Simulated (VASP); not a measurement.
# Be3Te2Se (P6_3mc) in VASP: a series of runs

The runs below take Be3Te2Se through single point, relaxation of cell and atoms, with PBE.

Everything below comes from runs of VASP 6.6.1. Logs are shortened: lines on timing, memory, paths and dates and some standing lists are left out, and cuts for length are marked.

### Step 1. The cell of the first run

It takes space group P6_3mc (No. 186, hexagonal). Conventional cell: a = 3.903 Å, b = 3.903 Å, c = 19.194 Å, α = 90.00°, β = 90.00°, γ = 120.00°. Be (site symmetry 3m) has 1 Se at 2.26 Å and 3 Te at 2.42 Å within 3.0 Å. Be (site symmetry 3m) has 4 Te at 2.41 to 2.46 Å within 3.2 Å. Within 3.1 Å of Be (site symmetry 3m) lie 3 Se at 2.35 Å and 1 Te at 2.46 Å. Te (site symmetry 3m) has 4 Be at 2.42 to 2.46 Å within 3.2 Å. Within 3.2 Å of Te (site symmetry 3m) lie 4 Be at 2.41 to 2.46 Å. Se (site symmetry 3m) has 4 Be at 2.26 to 2.35 Å within 3.0 Å.

### Step 2. Single point, PBE

INCAR

```
SYSTEM = Be3Te2Se
PREC = Accurate
ENCUT = 520
EDIFF = 1E-7
ISMEAR = 0
SIGMA = 0.15
LREAL = .FALSE.
LASPH = .TRUE.
NELM = 100
ALGO = Normal
ISIF = 2
LWAVE = .FALSE.
LCHARG = .FALSE.
GGA = PE
NBANDS = 36
```

KPOINTS

```
regular mesh
0
G
  4 4 1
  0 0 0
```

POSCAR

```
Be3Te2Se
1.0
    3.9028802500      0.0000000000      0.0000000000
   -1.9514401250      3.3799934444      0.0000000000
    0.0000000000      0.0000000000     19.1938469032
Be Te Se
6 4 2
Direct
    0.3333333333      0.6666666667      0.1179347723
    0.3333333333      0.6666666667      0.7917562781
    0.6666666667      0.3333333333      0.9648375662
    0.6666666667      0.3333333333      0.6179347723
    0.3333333333      0.6666666667      0.4648375662
    0.6666666667      0.3333333333      0.2917562781
    0.3333333333      0.6666666667      0.6637285562
    0.6666666667      0.3333333333      0.8364550474
    0.3333333333      0.6666666667      0.3364550474
    0.6666666667      0.3333333333      0.1637285562
    0.3333333333      0.6666666667      0.0002877798
    0.6666666667      0.3333333333      0.5002877798
```

Potentials or basis: VASP PAW PBE potentials, release 64 (Be, Te, Se).

Started as:

```sh
$ cat potpaw_PBE.64/Be/POTCAR potpaw_PBE.64/Te/POTCAR potpaw_PBE.64/Se/POTCAR > POTCAR
$ mpirun -np 1 vasp_std > vasp.out
```

OUTCAR:

```text
SYSTEM = Be3Te2Se
   PREC = Accurate
   ENCUT = 520
   EDIFF = 1E-7
   ISMEAR = 0
   LREAL = .FALSE.
   LASPH = .TRUE.
   NELM = 100
   ISIF = 2
   GGA = PE

 ion  position               nearest neighbor table
   1  0.333  0.667  0.118-  11 2.26  10 2.42  10 2.42  10 2.42
   2  0.333  0.667  0.792-   8 2.41   8 2.41   8 2.41   7 2.46
   3  0.667  0.333  0.965-  11 2.35  11 2.35  11 2.35   8 2.46
   4  0.667  0.333  0.618-  12 2.26   7 2.42   7 2.42   7 2.42
   5  0.333  0.667  0.465-  12 2.35  12 2.35  12 2.35   9 2.46
   6  0.667  0.333  0.292-   9 2.41   9 2.41   9 2.41  10 2.46
   7  0.333  0.667  0.664-   4 2.42   4 2.42   4 2.42   2 2.46
   8  0.667  0.333  0.836-   2 2.41   2 2.41   2 2.41   3 2.46
   9  0.333  0.667  0.336-   6 2.41   6 2.41   6 2.41   5 2.46
  10  0.667  0.333  0.164-   1 2.42   1 2.42   1 2.42   6 2.46
  11  0.333  0.667  0.000-   1 2.26   3 2.35   3 2.35   3 2.35
  12  0.667  0.333  0.500-   4 2.26   5 2.35   5 2.35   5 2.35

  LATTYP: Found a hexagonal cell.
 ALAT       =     3.9028802500
 C/A-ratio  =     4.9178672349

  Lattice vectors:

 A1 = (   3.9028802500,   0.0000000000,   0.0000000000)
 A2 = (  -1.9514401250,   3.3799934444,   0.0000000000)
 A3 = (   0.0000000000,   0.0000000000,  19.1938469032)

Analysis of symmetry for initial positions (statically):
=====================================================================
 Subroutine PRICEL returns:
 Original cell was already a primitive cell.

 Routine SETGRP: Setting up the symmetry group for a
 hexagonal supercell.

 Subroutine GETGRP returns: Found 12 space group operations
 (whereof  6 operations were pure point group operations)
 out of a pool of 24 trial point group operations.

The static configuration has the point symmetry C_3v.
 The point group associated with its full space group is C_6v.

Analysis of symmetry for dynamics (positions and initial velocities):
=====================================================================
 Subroutine PRICEL returns:
 Original cell was already a primitive cell.

 Routine SETGRP: Setting up the symmetry group for a
 hexagonal supercell.

 Subroutine GETGRP returns: Found 12 space group operations
 (whereof  6 operations were pure point group operations)
 out of a pool of 24 trial point group operations.

The dynamic configuration has the point symmetry C_3v.
 The point group associated with its full space group is C_6v.

 Subroutine INISYM returns: Found 12 space group operations
 (whereof  6 operations are pure point group operations),
 and found     1 'primitive' translations

----------------------------------------------------------------------------------------

                                     Primitive cell

  volume of cell :     253.1997

  direct lattice vectors                    reciprocal lattice vectors
     3.902880250  0.000000000  0.000000000     0.256221031  0.147929281  0.000000000
    -1.951440125  3.379993444  0.000000000     0.000000000  0.295858562  0.000000000
     0.000000000  0.000000000 19.193846903     0.000000000  0.000000000  0.052100030

  length of vectors
     3.902880250  3.902880250 19.193846903     0.295858562  0.295858562  0.052100030

  position of ions in fractional coordinates (direct lattice)
     0.333333333  0.666666667  0.117934772
     0.333333333  0.666666667  0.791756278
     0.666666667  0.333333333  0.964837566
     0.666666667  0.333333333  0.617934772
     0.333333333  0.666666667  0.464837566
     0.666666667  0.333333333  0.291756278
     0.333333333  0.666666667  0.663728556
     0.666666667  0.333333333  0.836455047
     0.333333333  0.666666667  0.336455047
     0.666666667  0.333333333  0.163728556
     0.333333333  0.666666667  0.000287780
     0.666666667  0.333333333  0.500287780

  ion indices of the primitive-cell ions
   primitive index   ion index
                 1           1
                 2           2
                 3           3
                 4           4
                 5           5
                 6           6
                 7           7
                 8           8
                 9           9
                10          10
                11          11
                12          12

----------------------------------------------------------------------------------------

 KPOINTS: regular mesh

Automatic generation of k-mesh.
 Grid dimensions read from file:
 generate k-points for:    4    4    1

 Generating k-lattice:

  Cartesian coordinates                     Fractional coordinates (reciprocal lattice)
     0.064055258  0.036982320  0.000000000     0.250000000  0.000000000  0.000000000
     0.000000000  0.073964640  0.000000000     0.000000000  0.250000000  0.000000000
     0.000000000  0.000000000  0.052100030     0.000000000  0.000000000  1.000000000

  Length of vectors
     0.073964640  0.073964640  0.052100030

  Shift w.r.t. Gamma in fractional coordinates (k-lattice)
     0.000000000  0.000000000  0.000000000

 Subroutine IBZKPT returns following result:
 ===========================================

 Found      4 irreducible k-points:

 Following reciprocal coordinates:
            Coordinates               Weight
  0.000000  0.000000  0.000000      1.000000
  0.250000  0.000000  0.000000      6.000000
  0.500000  0.000000  0.000000      3.000000
  0.250000  0.250000  0.000000      6.000000
   k-points           NKPTS =      4   k-points in BZ     NKDIM =      4   number of bands    NBANDS=     36
   number of dos      NEDOS =    301   number of ions     NIONS =     12
   total plane-waves  NPLWV = 129600
   dimension x,y,z NGX =    30 NGY =   30 NGZ =  144
   dimension x,y,z NGXF=    60 NGYF=   60 NGZF=  288
   ions per type =               6   4   2
   NGX,Y,Z   is equivalent  to a cutoff of  12.78, 12.78, 12.47 a.u.
   NGXF,Y,Z  is equivalent  to a cutoff of  25.56, 25.56, 24.94 a.u.
 SYSTEM =  Be3Te2Se
   PREC   = accura    normal or accurate (medium, high low for compatibility)
   ISTART =      0    job   : 0-new  1-cont  2-samecut
   ICHARG =      2    charge: 1-file 2-atom 10-const
   ISPIN  =      1    spin polarized calculation?
   LNONCOLLINEAR =      F non collinear calculations
   LSORBIT =      F    spin-orbit coupling
   LASPH  =      T    aspherical Exc in radial PAW
   ENCUT  =  520.0 eV  38.22 Ry    6.18 a.u.   7.26  7.26 35.69*2*pi/ulx,y,z
   NELM   =    100;   NELMIN=  2; NELMDL= -5     # of ELM steps
   EDIFF  = 0.1E-06   stopping-criterion for ELM
   LREAL  =      F    real-space projection
   EDIFFG = 0.1E-05   stopping-criterion for IOM
   NSW    =      0    number of steps for IOM
   IBRION =     -1    ionic relax: 0-MD 1-quasi-New 2-CG
   NFREE  =      0    steps in history (QN), initial steepest desc. (CG)
   ISIF   =      2    stress and relaxation
   ISYM   =      2    0-nonsym 1-usesym 2-fastsym
   POTIM  = 0.5000    time-step for ionic-motion
   TEBEG  =    0.0;   TEEND  =   0.0 temperature during run
   PSTRESS=    0.0 pullay stress
   NELECT =      48.0000    total number of electrons
   NUPDOWN=      -1.0000    fix difference up-down
   EMIN   =  10.00;   EMAX   =-10.00  energy-range for DOS
   EFERMI =   0.00;   METHOD = LEGACY
   ISMEAR =     0;   SIGMA  =   0.15  broadening in eV -4-tet -1-fermi 0-gaus
   EFERMI_NEDOS =   21; number of points for ismear=-14 and -15
   IALGO  =     38    algorithm
   IMIX   =      4    mixing-type and parameters
     AMIX     =   0.40;   BMIX     =  1.00
     AMIX_MAG =   1.60;   BMIX_MAG =  1.00
  volume/ion in A,a.u.               =      21.10       142.39
  Fermi-wavevector in a.u.,A,eV,Ry     =   0.940447  1.777187 12.033538  0.884440
  Thomas-Fermi vector in A             =   2.067859
   LORBIT       =      0    0 simple, 1 ext, 2 COOP (PROOUT), +10 PAW based schemes
   GGA     = PE    functional components
   LHFCALC =     F    Hartree Fock is set to
   AEXX    =    0.0000 exact exchange contribution
   IVDW    =     0    specifies the selected vdW correction
   LEPSILON=     F    determine dielectric tensor
   LRPA    =     F    only Hartree local field effects (RPA)
 non-spin polarized calculation
 Gauss-broadening in eV      SIGMA  =   0.15
  energy-cutoff  :      520.00
  volume of cell :      253.20
 maximum number of plane-waves:      6845
 NGX is ok and might be reduce to    30
   NGX = 15   NGY = 15   NGZ = 71

 number of electron      47.9999996 magnetization

 Free energy of the ion-electron system (eV)
  ---------------------------------------------------
  ext. energy  EPLUGINS =         0.00000000
  ---------------------------------------------------
  free energy    TOTEN  =       -47.45414534 eV

  energy without entropy =      -47.45414534  energy(sigma->0) =      -47.45414534

 E-fermi :   5.3588     XC(G=0):  -9.0473

 val. band max:        4.6896468025   @ k =   0.0000   0.0000   0.0000
 cond. band min:       6.7698294191   @ k =   0.5000   0.0000   0.0000
 fundamental gap:      2.0801826166
 Fermi energy:         5.3588187287

 k-point     1 :       0.0000    0.0000    0.0000
  band No.  band energies     occupation
      1      -8.9255      2.00000
      2      -8.9104      2.00000
      3      -7.5036      2.00000
      4      -7.3486      2.00000
      5      -6.8879      2.00000
      6      -6.7079      2.00000
[... 28 lines left out ...]
     35       8.6834      0.00000
     36       8.6836      0.00000

 k-point     2 :       0.2500    0.0000    0.0000
  band No.  band energies     occupation
      1      -8.6049      2.00000
      2      -8.5972      2.00000
      3      -6.9879      2.00000
      4      -6.8855      2.00000
      5      -6.4479      2.00000
      6      -6.3308      2.00000
[... 28 lines left out ...]
     35       9.7439      0.00000
     36       9.8183      0.00000

 k-point     3 :       0.5000    0.0000    0.0000
  band No.  band energies     occupation
      1      -8.2236      2.00000
      2      -8.2227      2.00000
      3      -6.1989      2.00000
      4      -6.1899      2.00000
      5      -5.9453      2.00000
      6      -5.9410      2.00000
[... 28 lines left out ...]
     35       9.3171      0.00000
     36       9.3469      0.00000

 k-point     4 :       0.2500    0.2500    0.0000
  band No.  band energies     occupation
      1      -8.2301      2.00000
      2      -8.2289      2.00000
      3      -6.2415      2.00000
      4      -6.2235      2.00000
      5      -5.9367      2.00000
      6      -5.9217      2.00000
[... 28 lines left out ...]
     35      10.0500      0.00000
     36      10.2016      0.00000

------------------------ aborting loop because EDIFF is reached ----------------------------------------

  FORCE on cell =-STRESS in cart. coord.  units (eV):
  Direction    XX          YY          ZZ          XY          YZ          ZX
  --------------------------------------------------------------------------------------
  -------------------------------------------------------------------------------------
  Total        0.0224265      0.0224265     -0.3264050      0.0000000      0.0000000      0.0000000
  in kB        0.1419089      0.1419089     -2.0654006      0.0000000      0.0000000      0.0000000
  external PRESSURE =      -0.5938609 kB  Pullay stress =       0.0000000 kB

 VOLUME and BASIS-vectors are now :
 -----------------------------------------------------------------------------
  energy-cutoff  :      520.00
  volume of cell :      253.20
      direct lattice vectors                 reciprocal lattice vectors
     3.902880250  0.000000000  0.000000000     0.256221031  0.147929281  0.000000000
    -1.951440125  3.379993444  0.000000000     0.000000000  0.295858562  0.000000000
     0.000000000  0.000000000 19.193846903     0.000000000  0.000000000  0.052100030

 POSITION                                       TOTAL-FORCE (eV/Angst)
 -----------------------------------------------------------------------------------
     -0.00000      2.25333      2.26362        -0.000000     -0.000000     -0.033536
     -0.00000      2.25333     15.19685        -0.000000      0.000000     -0.031242
      1.95144      1.12666     18.51894         0.000000      0.000000      0.039871
      1.95144      1.12666     11.86055         0.000000     -0.000000     -0.033536
     -0.00000      2.25333      8.92202         0.000000     -0.000000      0.039871
      1.95144      1.12666      5.59993         0.000000     -0.000000     -0.031242
     -0.00000      2.25333     12.73950         0.000000      0.000000      0.018432
      1.95144      1.12666     16.05479         0.000000     -0.000000      0.001433
     -0.00000      2.25333      6.45787        -0.000000      0.000000      0.001433
      1.95144      1.12666      3.14258        -0.000000     -0.000000      0.018432
     -0.00000      2.25333      0.00552        -0.000000      0.000000      0.005041
      1.95144      1.12666      9.60245         0.000000     -0.000000      0.005041
 -----------------------------------------------------------------------------------
    total drift:                               -0.000000      0.000000      0.001572

  FREE ENERGIE OF THE ION-ELECTRON SYSTEM (eV)
  ---------------------------------------------------
  free  energy   TOTEN  =       -47.4541453380 eV

  energy  without entropy=      -47.4541453380  energy(sigma->0) =      -47.45414534
```

It took 33 s on 1 thread of Intel Xeon 6975P-C (Granite Rapids), shared host; peak memory 0.36 GiB.

Results:

```
Free energy            : -47.4541 eV
Pressure               : -0.1 GPa
Largest force          : 0.040 eV/Å
Band gap on the k mesh : 2.08 eV, indirect (least direct gap 2.10 eV)
```

Forces on the atoms (eV/Å):
```
Be   0.000  0.000 -0.034
Be   0.000  0.000 -0.031
Be   0.000  0.000  0.040
Be   0.000  0.000 -0.034
Be   0.000  0.000  0.040
Be   0.000  0.000 -0.031
Te   0.000  0.000  0.018
Te   0.000  0.000  0.001
Te   0.000  0.000  0.001
Te   0.000  0.000  0.018
Se   0.000  0.000  0.005
Se   0.000  0.000  0.005
```

Stress tensor (GPa, compression positive):
```
 0.01  0.00  0.00
 0.00  0.01  0.00
 0.00  0.00 -0.21
```

Caveat: the k points lie up to 0.46 Å⁻¹ apart; spin-orbit coupling is left out, which moves the levels of the heavy elements. A k mesh can miss the band edges.

### Step 3. Relaxation of cell and atoms, PBE

This run uses another cell than the first one, of 18.89 Å³/atom, 0.895 times its volume.

INCAR

```
SYSTEM = Be3Te2Se
PREC = Accurate
ENCUT = 600
EDIFF = 1E-6
ISMEAR = 0
SIGMA = 0.15
LREAL = .FALSE.
LASPH = .TRUE.
NELM = 60
ALGO = Normal
ISIF = 3
LWAVE = .FALSE.
LCHARG = .FALSE.
GGA = PE
IBRION = 2
NSW = 36
EDIFFG = -0.08
```

KPOINTS

```
Automatic mesh
0
G
  4 4 1
  0 0 0
```

POSCAR

```
Be3Te2Se
1.0
    3.7670000000      0.0000000000      0.0000000000
   -1.8835000000      3.2623177000      0.0000000000
    0.0000000000      0.0000000000     18.4500000000
Be Te Se
6 4 2
Direct
    0.3333333300      0.6666666700      0.1250000000
    0.3333333300      0.6666666700      0.7916700000
    0.6666666700      0.3333333300      0.9583300000
    0.6666666700      0.3333333300      0.6250000000
    0.3333333300      0.6666666700      0.4583300000
    0.6666666700      0.3333333300      0.2916700000
    0.3333333300      0.6666666700      0.6666700000
    0.6666666700      0.3333333300      0.8333300000
    0.3333333300      0.6666666700      0.3333300000
    0.6666666700      0.3333333300      0.1666700000
    0.3333333300      0.6666666700      0.0000000000
    0.6666666700      0.3333333300      0.5000000000
```

Potentials or basis: VASP PAW PBE potentials, release 64 (Be, Te, Se).

Started as:

```sh
$ cat potpaw_PBE.64/Be/POTCAR potpaw_PBE.64/Te/POTCAR potpaw_PBE.64/Se/POTCAR > POTCAR
$ mpirun -np 1 vasp_std > vasp.out
```

It took 2.6 min on 1 thread of Intel Xeon 6975P-C (Granite Rapids), shared host; peak memory 0.4 GiB.

It converged, with:

```yaml
Free_energy: -47.4537 eV
Relaxed_volume: 21.11 Å³/atom
Relaxed_cell: a = 3.903 Å, b = 3.903 Å, c = 19.199 Å, α = 90.00°, β = 90.00°, γ = 120.00°
Space_group_after_relaxing_to_0.05_Å: P6_3mc (No. 186)
Energy_gained_by_relaxing: 79.9 meV/atom
Ionic_steps: 7
Pressure_after_relaxing: -0.1 GPa
Largest_force_after_relaxing: 0.046 eV/Å
Band_gap_on_the_k_mesh: 2.07 eV, indirect (least direct gap 2.08 eV)
```

Forces on the atoms (eV/Å):
```
Be   0.000  0.000 -0.014
Be   0.000  0.000 -0.025
Be   0.000  0.000 -0.010
Be   0.000  0.000 -0.014
Be   0.000  0.000 -0.010
Be   0.000  0.000 -0.025
Te   0.000  0.000  0.005
Te   0.000  0.000  0.046
Te   0.000  0.000  0.046
Te   0.000  0.000  0.005
Se   0.000  0.000 -0.002
Se   0.000  0.000 -0.002
```

Stress tensor (GPa, compression positive):
```
 0.01  0.00  0.00
 0.00  0.01  0.00
 0.00  0.00 -0.26
```

Step by step:
```tsv
step	energy change (eV)	largest force (eV/Å)	pressure (GPa)	volume (Å³)
1	0.0000	1.1674	8.84	226.73
2	-0.8020	0.4745	-1.98	262.71
3	-0.8356	0.5716	-0.49	255.89
4	-0.8952	0.3984	-0.30	254.75
5	-0.9495	0.1835	0.30	251.85
6	-0.9514	0.1471	0.18	252.34
7	-0.9585	0.0463	-0.08	253.26
```

Final structure:
```
CELL_PARAMETERS angstrom
3.90289 0.00000 0.00000
-1.95145 3.38000 0.00000
0.00000 0.00000 19.19869
ATOMIC_POSITIONS crystal
Be 0.33333 0.66667 0.11786
Be 0.33333 0.66667 0.79165
Be 0.66667 0.33333 0.96512
Be 0.66667 0.33333 0.61786
Be 0.33333 0.66667 0.46512
Be 0.66667 0.33333 0.29165
Te 0.33333 0.66667 0.66372
Te 0.66667 0.33333 0.83629
Te 0.33333 0.66667 0.33629
Te 0.66667 0.33333 0.16372
Se 0.33333 0.66667 0.00036
Se 0.66667 0.33333 0.50036
```

Levels at points of the mesh, in eV from the valence-band top:
| k point | band 20 | band 21 | band 22 | band 23 | band 24 | band 25 | band 26 | band 27 | band 28 | band 29 |
| --- | --- | --- | --- | --- | --- | --- | --- | --- | --- | --- |
| (0.00, 0.00, 0.00) | -0.46 | -0.16 | -0.16 | 0.00 | 0.00 | 2.08 | 2.33 | 3.35 | 3.52 | 3.52 |
| (0.50, 0.00, 0.00) | -2.21 | -1.97 | -1.79 | -1.58 | -1.29 | 2.07 | 2.38 | 2.47 | 2.63 | 2.65 |

Caveat: the k points lie up to 0.46 Å⁻¹ apart in the final cell; spin-orbit coupling is left out, which moves the levels of the heavy elements; the relaxation stopped at a loose force limit of 0.08 eV/Å, so its end isn't a converged minimum. A hybrid or GW would open this gap; PBE tends to underestimate it.
